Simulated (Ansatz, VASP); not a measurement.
Ca in VASP and in Ansatz

```
Ca
1.0
     0.00000    2.79420    2.79420
     2.79420    0.00000    2.79420
     2.79420    2.79420    0.00000
Ca
1
Direct
  0.00000 0.00000 0.00000
```

Alike in both runs: task single point; functional PBE; k mesh 11 × 11 × 11; occupations fermi-dirac, width 0.05 eV; no spin polarisation.

```csv
,VASP,Ansatz
version,VASP 6.6.1,Ansatz 0.2.0
potentials or method,"VASP PAW PBE potentials, release 64 (Ca_sv), cutoff 520 eV","all-electron LAPW, non-relativistic"
```

|  | VASP | Ansatz | Ansatz less VASP |
| --- | --- | --- | --- |
| pressure (GPa) | -0.5 | -0.5 | +0.01 |

Ansatz ran all-electron here, and VASP with PAW potentials.
